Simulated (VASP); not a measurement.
# PbSe (Fm-3m) in VASP: a series of runs

Aim: see how the results for PbSe move with the level of theory and the settings. Levels: RPBE, BLYP. Tasks: single point.

Program: VASP 6.6.1. These are calculated values, not measurements. Logs are shortened: lines on timing, memory, paths and dates and some standing lists are left out, and cuts for length are marked.

## (1) The cell of the first run

Symmetry: Fm-3m, No. 225, cubic system. Conventional cell: a = 6.121 Å, b = 6.121 Å, c = 6.121 Å, α = 90.00°, β = 90.00°, γ = 90.00°. Pb (site symmetry m-3m) has 6 Se at 3.06 Å within 4.0 Å. Se (site symmetry m-3m) has 6 Pb at 3.06 Å within 4.0 Å.

## (2) Single point, RPBE

The input, INCAR:

```
SYSTEM = PbSe
PREC = Accurate ; ENCUT = 520
EDIFF = 1E-6 ; ISMEAR = -1
SIGMA = 0.05 ; LREAL = .FALSE.
LASPH = .TRUE. ; NELM = 100
ALGO = Normal ; ISIF = 2
LWAVE = .FALSE. ; LCHARG = .FALSE.
GGA = RP ; NBANDS = 17
```

The input, KPOINTS:

```
regular mesh
0
G
  4 4 4
  0 0 0
```

The input, POSCAR:

```
PbSe
1.0
    0.0000000000      3.0606500000      3.0606500000
    3.0606500000      0.0000000000      3.0606500000
    3.0606500000      3.0606500000      0.0000000000
Pb Se
1 1
Direct
    0.0000000000      0.0000000000      0.0000000000
    0.5000000000      0.5000000000      0.5000000000
```

Potentials or basis: VASP PAW PBE potentials, release 64 (Pb_d, Se).

On the command line:

```bash
$ cat potpaw_PBE.64/Pb_d/POTCAR potpaw_PBE.64/Se/POTCAR > POTCAR
$ mpirun -np 1 vasp_std > vasp.out
```

OUTCAR:

```text
SYSTEM = PbSe
   PREC = Accurate
   ENCUT = 520
   EDIFF = 1E-6
   ISMEAR = -1
   LREAL = .FALSE.
   LASPH = .TRUE.
   NELM = 100
   ISIF = 2
   GGA = RP

 ion  position               nearest neighbor table
   1  0.000  0.000  0.000-   2 3.06   2 3.06   2 3.06   2 3.06   2 3.06   2 3.06
   2  0.500  0.500  0.500-   1 3.06   1 3.06   1 3.06   1 3.06   1 3.06   1 3.06

  LATTYP: Found a face centered cubic cell.
 ALAT       =     6.1213000000

  Lattice vectors:

 A1 = (   0.0000000000,   3.0606500000,   3.0606500000)
 A2 = (   3.0606500000,   0.0000000000,   3.0606500000)
 A3 = (   3.0606500000,   3.0606500000,   0.0000000000)

Analysis of symmetry for initial positions (statically):
=====================================================================
 Subroutine PRICEL returns:
 Original cell was already a primitive cell.

 Routine SETGRP: Setting up the symmetry group for a
 face centered cubic supercell.

 Subroutine GETGRP returns: Found 48 space group operations
 (whereof 48 operations were pure point group operations)
 out of a pool of 48 trial point group operations.

The static configuration has the point symmetry O_h .

Analysis of symmetry for dynamics (positions and initial velocities):
=====================================================================
 Subroutine PRICEL returns:
 Original cell was already a primitive cell.

 Routine SETGRP: Setting up the symmetry group for a
 face centered cubic supercell.

 Subroutine GETGRP returns: Found 48 space group operations
 (whereof 48 operations were pure point group operations)
 out of a pool of 48 trial point group operations.

The dynamic configuration has the point symmetry O_h .

 Subroutine INISYM returns: Found 48 space group operations
 (whereof 48 operations are pure point group operations),
 and found     1 'primitive' translations

----------------------------------------------------------------------------------------

                                     Primitive cell

  volume of cell :      57.3418

  direct lattice vectors                    reciprocal lattice vectors
     0.000000000  3.060650000  3.060650000    -0.163363991  0.163363991  0.163363991
     3.060650000  0.000000000  3.060650000     0.163363991 -0.163363991  0.163363991
     3.060650000  3.060650000  0.000000000     0.163363991  0.163363991 -0.163363991

  length of vectors
     4.328412740  4.328412740  4.328412740     0.282954733  0.282954733  0.282954733

  position of ions in fractional coordinates (direct lattice)
     0.000000000  0.000000000  0.000000000
     0.500000000  0.500000000  0.500000000

  ion indices of the primitive-cell ions
   primitive index   ion index
                 1           1
                 2           2

----------------------------------------------------------------------------------------

 KPOINTS: regular mesh

Automatic generation of k-mesh.
 Grid dimensions read from file:
 generate k-points for:    4    4    4

 Generating k-lattice:

  Cartesian coordinates                     Fractional coordinates (reciprocal lattice)
    -0.040840998  0.040840998  0.040840998     0.250000000  0.000000000  0.000000000
     0.040840998 -0.040840998  0.040840998     0.000000000  0.250000000  0.000000000
     0.040840998  0.040840998 -0.040840998     0.000000000  0.000000000  0.250000000

  Length of vectors
     0.070738683  0.070738683  0.070738683

  Shift w.r.t. Gamma in fractional coordinates (k-lattice)
     0.000000000  0.000000000  0.000000000

 Subroutine IBZKPT returns following result:
 ===========================================

 Found      8 irreducible k-points:

 Following reciprocal coordinates:
            Coordinates               Weight
  0.000000  0.000000  0.000000      1.000000
  0.250000  0.000000  0.000000      8.000000
  0.500000  0.000000  0.000000      4.000000
  0.250000  0.250000  0.000000      6.000000
  0.500000  0.250000  0.000000     24.000000
 -0.250000  0.250000  0.000000     12.000000
  0.500000  0.500000  0.000000      3.000000
 -0.250000  0.500000  0.250000      6.000000
   k-points           NKPTS =      8   k-points in BZ     NKDIM =      8   number of bands    NBANDS=     17
   number of dos      NEDOS =    301   number of ions     NIONS =      2
   total plane-waves  NPLWV =  32768
   dimension x,y,z NGX =    32 NGY =   32 NGZ =   32
   dimension x,y,z NGXF=    64 NGYF=   64 NGZF=   64
   ions per type =               1   1
   NGX,Y,Z   is equivalent  to a cutoff of  12.29, 12.29, 12.29 a.u.
   NGXF,Y,Z  is equivalent  to a cutoff of  24.58, 24.58, 24.58 a.u.
 SYSTEM =  PbSe
   PREC   = accura    normal or accurate (medium, high low for compatibility)
   ISTART =      0    job   : 0-new  1-cont  2-samecut
   ICHARG =      2    charge: 1-file 2-atom 10-const
   ISPIN  =      1    spin polarized calculation?
   LNONCOLLINEAR =      F non collinear calculations
   LSORBIT =      F    spin-orbit coupling
   LASPH  =      T    aspherical Exc in radial PAW
   ENCUT  =  520.0 eV  38.22 Ry    6.18 a.u.   8.05  8.05  8.05*2*pi/ulx,y,z
   NELM   =    100;   NELMIN=  2; NELMDL= -5     # of ELM steps
   EDIFF  = 0.1E-05   stopping-criterion for ELM
   LREAL  =      F    real-space projection
   EDIFFG = 0.1E-04   stopping-criterion for IOM
   NSW    =      0    number of steps for IOM
   IBRION =     -1    ionic relax: 0-MD 1-quasi-New 2-CG
   NFREE  =      0    steps in history (QN), initial steepest desc. (CG)
   ISIF   =      2    stress and relaxation
   ISYM   =      2    0-nonsym 1-usesym 2-fastsym
   POTIM  = 0.5000    time-step for ionic-motion
   TEBEG  =    0.0;   TEEND  =   0.0 temperature during run
   PSTRESS=    0.0 pullay stress
   NELECT =      20.0000    total number of electrons
   NUPDOWN=      -1.0000    fix difference up-down
   EMIN   =  10.00;   EMAX   =-10.00  energy-range for DOS
   EFERMI =   0.00;   METHOD = LEGACY
   ISMEAR =    -1;   SIGMA  =   0.05  broadening in eV -4-tet -1-fermi 0-gaus
   EFERMI_NEDOS =   21; number of points for ismear=-14 and -15
   IALGO  =     38    algorithm
   IMIX   =      4    mixing-type and parameters
     AMIX     =   0.40;   BMIX     =  1.00
     AMIX_MAG =   1.60;   BMIX_MAG =  1.00
  volume/ion in A,a.u.               =      28.67       193.48
  Fermi-wavevector in a.u.,A,eV,Ry     =   1.152377  2.177676 18.068159  1.327972
  Thomas-Fermi vector in A             =   2.289028
   LORBIT       =      0    0 simple, 1 ext, 2 COOP (PROOUT), +10 PAW based schemes
   GGA     = RP    functional components
   LHFCALC =     F    Hartree Fock is set to
   AEXX    =    0.0000 exact exchange contribution
   IVDW    =     0    specifies the selected vdW correction
   LEPSILON=     F    determine dielectric tensor
   LRPA    =     F    only Hartree local field effects (RPA)
 non-spin polarized calculation
  energy-cutoff  :      520.00
  volume of cell :       57.34
 maximum number of plane-waves:      1572
   NGX = 17   NGY = 17   NGZ = 17

 number of electron      20.0000000 magnetization

 Free energy of the ion-electron system (eV)
  ---------------------------------------------------
  ext. energy  EPLUGINS =         0.00000000
  ---------------------------------------------------
  free energy    TOTEN  =        -7.45334593 eV

  energy without entropy =       -7.45198500  energy(sigma->0) =       -7.45266546

 E-fermi :   5.3793     XC(G=0):  -9.3865

 val. band max:        5.1914527988   @ k =   0.5000   0.0000   0.0000
 cond. band min:       5.5670913833   @ k =   0.5000   0.0000   0.0000
 fundamental gap:      0.3756385845
 Fermi energy:         5.3792721149

 k-point     1 :       0.0000    0.0000    0.0000
  band No.  band energies     occupation
      1     -11.7206      2.00000
      2     -11.7206      2.00000
      3     -11.7206      2.00000
      4     -11.7129      2.00000
      5     -11.7129      2.00000
      6      -8.3824      2.00000
      7      -1.0690      2.00000
      8       3.3002      2.00000
      9       3.3002      2.00000
     10       3.3002      2.00000
     11       9.9524      0.00000
     12       9.9524      0.00000
     13       9.9524      0.00000
     14      11.7422      0.00000
     15      11.7422      0.00000
     16      11.7422      0.00000
     17      13.4967      0.00000

 k-point     2 :       0.2500    0.0000    0.0000
  band No.  band energies     occupation
      1     -11.7266      2.00000
      2     -11.7266      2.00000
      3     -11.7188      2.00000
      4     -11.7029      2.00000
      5     -11.7029      2.00000
      6      -7.9397      2.00000
      7      -2.3473      2.00000
      8       3.4601      2.00000
      9       3.4601      2.00000
     10       4.1521      2.00000
     11       7.4139      0.00000
     12       8.1448      0.00000
     13       8.1448      0.00000
     14      11.8062      0.00000
     15      12.9443      0.00000
     16      12.9443      0.00000
     17      16.5037      0.00000

 k-point     3 :       0.5000    0.0000    0.0000
  band No.  band energies     occupation
      1     -11.7384      2.00000
      2     -11.7384      2.00000
      3     -11.7175      2.00000
      4     -11.6869      2.00000
      5     -11.6869      2.00000
      6      -7.3177      2.00000
      7      -3.5865      2.00000
      8       3.7041      2.00000
      9       3.7041      2.00000
     10       5.1915      1.95433
     11       5.5671      0.04567
     12       6.9317      0.00000
     13       6.9317      0.00000
     14      13.8527      0.00000
     15      15.3447      0.00000
     16      15.3447      0.00000
     17      15.4148      0.00000

 k-point     4 :       0.2500    0.2500    0.0000
  band No.  band energies     occupation
      1     -11.7597      2.00000
      2     -11.7294      2.00000
      3     -11.7036      2.00000
      4     -11.6994      2.00000
      5     -11.6994      2.00000
      6      -7.7757      2.00000
      7      -2.1501      2.00000
      8       2.5832      2.00000
      9       2.5832      2.00000
     10       3.5645      2.00000
     11       7.6388      0.00000
     12       9.8083      0.00000
     13       9.9935      0.00000
     14       9.9935      0.00000
     15      14.7357      0.00000
     16      14.8064      0.00000
     17      14.8939      0.00000

 k-point     5 :       0.5000    0.2500    0.0000
  band No.  band energies     occupation
      1     -11.7847      2.00000
      2     -11.7213      2.00000
      3     -11.7150      2.00000
      4     -11.6928      2.00000
      5     -11.6834      2.00000
      6      -7.1475      2.00000
      7      -2.9911      2.00000
      8       1.6079      2.00000
      9       2.6266      2.00000
     10       3.0512      2.00000
     11       8.1598      0.00000
     12       8.9047      0.00000
     13       9.6626      0.00000
     14      11.1797      0.00000
     15      15.4089      0.00000
     16      15.9094      0.00000
     17      16.5422      0.00000

 k-point     6 :      -0.2500    0.2500    0.0000
  band No.  band energies     occupation
      1     -11.7512      2.00000
      2     -11.7272      2.00000
      3     -11.7101      2.00000
      4     -11.6987      2.00000
      5     -11.6978      2.00000
      6      -7.3661      2.00000
      7      -3.0171      2.00000
      8       1.6853      2.00000
      9       3.5664      2.00000
     10       4.4326      2.00000
     11       6.6328      0.00000
     12       7.4069      0.00000
     13       9.6836      0.00000
     14      13.2930      0.00000
     15      13.3114      0.00000
     16      14.7662      0.00000
     17      15.5916      0.00000

 k-point     7 :       0.5000    0.5000    0.0000
  band No.  band energies     occupation
      1     -11.8373      2.00000
      2     -11.7382      2.00000
      3     -11.6943      2.00000
      4     -11.6769      2.00000
      5     -11.6769      2.00000
      6      -6.9520      2.00000
      7      -2.1629      2.00000
      8       0.2300      2.00000
      9       1.9587      2.00000
     10       1.9587      2.00000
     11       8.9594      0.00000
     12      10.8471      0.00000
     13      10.8471      0.00000
     14      11.2943      0.00000
     15      16.4543      0.00000
     16      16.9098      0.00000
     17      17.8069      0.00000

 k-point     8 :      -0.2500    0.5000    0.2500
  band No.  band energies     occupation
      1     -11.8021      2.00000
      2     -11.7134      2.00000
      3     -11.7085      2.00000
      4     -11.7085      2.00000
      5     -11.6769      2.00000
      6      -6.9216      2.00000
      7      -2.8004      2.00000
      8       0.9767      2.00000
      9       0.9767      2.00000
     10       4.3825      2.00000
     11       7.1363      0.00000
     12      10.1930      0.00000
     13      10.1930      0.00000
     14      12.9712      0.00000
     15      12.9712      0.00000
     16      17.0086      0.00000
     17      17.8258      0.00000

------------------------ aborting loop because EDIFF is reached ----------------------------------------

  FORCE on cell =-STRESS in cart. coord.  units (eV):
  Direction    XX          YY          ZZ          XY          YZ          ZX
  --------------------------------------------------------------------------------------
  -------------------------------------------------------------------------------------
  Total        1.5028352      1.5028352      1.5028352      0.0000000     -0.0000000     -0.0000000
  in kB       41.9904901     41.9904901     41.9904901      0.0000000     -0.0000000     -0.0000000
  external PRESSURE =      41.9904901 kB  Pullay stress =       0.0000000 kB

 VOLUME and BASIS-vectors are now :
 -----------------------------------------------------------------------------
  energy-cutoff  :      520.00
  volume of cell :       57.34
      direct lattice vectors                 reciprocal lattice vectors
     0.000000000  3.060650000  3.060650000    -0.163363991  0.163363991  0.163363991
     3.060650000  0.000000000  3.060650000     0.163363991 -0.163363991  0.163363991
     3.060650000  3.060650000  0.000000000     0.163363991  0.163363991 -0.163363991

 POSITION                                       TOTAL-FORCE (eV/Angst)
 -----------------------------------------------------------------------------------
      0.00000      0.00000      0.00000         0.000000      0.000000      0.000000
      3.06065      3.06065      3.06065         0.000000      0.000000     -0.000000
 -----------------------------------------------------------------------------------
    total drift:                                0.000000     -0.000000     -0.000000

  FREE ENERGIE OF THE ION-ELECTRON SYSTEM (eV)
  ---------------------------------------------------
  free  energy   TOTEN  =        -7.4533459263 eV

  energy  without entropy=       -7.4519849963  energy(sigma->0) =       -7.45266546
```

Wall time 8.8 s (1 thread of Intel Xeon Platinum 8488C (Sapphire Rapids), shared host); peak memory 0.17 GiB.

What came out:

| Quantity | Value |
| --- | --- |
| Free energy | -7.4533 eV |
| Pressure | 4.2 GPa |
| Band gap on the k mesh | 0.38 eV |

Caveat: the k points lie up to 0.44 Å⁻¹ apart; the PAW data sets were made with another functional, which shifts forces and pressure a little; spin-orbit coupling is left out, which moves the levels of the heavy elements. A k mesh can miss the band edges.

## (3) Single point, BLYP

The input, INCAR:

```
AGGAC    = 1.0          
AGGAX    = 1.0          
ALDAC    = 0.0          
ALDAX    = 1.0          
ALGO     = Normal         # electronic algorithm
EDIFF    = 1E-6           # SCF threshold, eV
ENCUT    = 520            # plane-wave cutoff, eV
GGA      = B5             # functional
ISIF     = 2              # what is computed and relaxed
ISMEAR   = -1             # smearing method
LASPH    = True           # aspherical terms in the spheres
LCHARG   = False          # write CHGCAR
LREAL    = False          # projectors in reciprocal space
LWAVE    = False          # write WAVECAR
NBANDS   = 17             # bands
NELM     = 80             # most SCF steps
PREC     = Accurate       # precision mode
SIGMA    = 0.05           # smearing width, eV
```

The input, KPOINTS:

```
k-points
0
Gamma
  4 4 4
```

POSCAR is that of step 2.

Potentials or basis: VASP PAW PBE potentials, release 64 (Pb_d, Se).

On the command line:

```bash
$ cat potpaw_PBE.64/Pb_d/POTCAR potpaw_PBE.64/Se/POTCAR > POTCAR
$ mpirun -np 1 vasp_std > vasp.out
```

OUTCAR:

```text
EDIFF = 1E-6
   ENCUT = 520
   GGA = B5
   ISIF = 2
   ISMEAR = -1
   LASPH = True
   LREAL = False
   NELM = 80
   PREC = Accurate

 ion  position               nearest neighbor table
   1  0.000  0.000  0.000-   2 3.06   2 3.06   2 3.06   2 3.06   2 3.06   2 3.06
   2  0.500  0.500  0.500-   1 3.06   1 3.06   1 3.06   1 3.06   1 3.06   1 3.06

  LATTYP: Found a face centered cubic cell.
 ALAT       =     6.1213000000

  Lattice vectors:

[... 326 lines left out ...]

------------------------ aborting loop because EDIFF is reached ----------------------------------------

  FORCE on cell =-STRESS in cart. coord.  units (eV):
  Direction    XX          YY          ZZ          XY          YZ          ZX
  --------------------------------------------------------------------------------------
  -------------------------------------------------------------------------------------
  Total        2.1728984      2.1728984      2.1728984     -0.0000000      0.0000000     -0.0000000
  in kB       60.7126224     60.7126224     60.7126224     -0.0000000      0.0000000     -0.0000000
  external PRESSURE =      60.7126224 kB  Pullay stress =       0.0000000 kB

 VOLUME and BASIS-vectors are now :
 -----------------------------------------------------------------------------
  energy-cutoff  :      520.00
  volume of cell :       57.34
      direct lattice vectors                 reciprocal lattice vectors
     0.000000000  3.060650000  3.060650000    -0.163363991  0.163363991  0.163363991
     3.060650000  0.000000000  3.060650000     0.163363991 -0.163363991  0.163363991
     3.060650000  3.060650000  0.000000000     0.163363991  0.163363991 -0.163363991

 POSITION                                       TOTAL-FORCE (eV/Angst)
 -----------------------------------------------------------------------------------
      0.00000      0.00000      0.00000         0.000000      0.000000     -0.000000
      3.06065      3.06065      3.06065         0.000000     -0.000000      0.000000
 -----------------------------------------------------------------------------------
    total drift:                                0.000000     -0.000000     -0.000000

  FREE ENERGIE OF THE ION-ELECTRON SYSTEM (eV)
  ---------------------------------------------------
  free  energy   TOTEN  =        -7.0164852852 eV

  energy  without entropy=       -7.0153203470  energy(sigma->0) =       -7.01590282
```

Wall time 18 s (1 thread of Intel Xeon Platinum 8488C (Sapphire Rapids), shared host); peak memory 0.17 GiB.

What came out:

```yaml
Free_energy: -7.0165 eV
Pressure: 6.1 GPa
Band_gap_on_the_k_mesh: 0.40 eV
```

Caveat: the k points lie up to 0.44 Å⁻¹ apart; the PAW data sets were made with another functional, which shifts forces and pressure a little; spin-orbit coupling is left out, which moves the levels of the heavy elements.
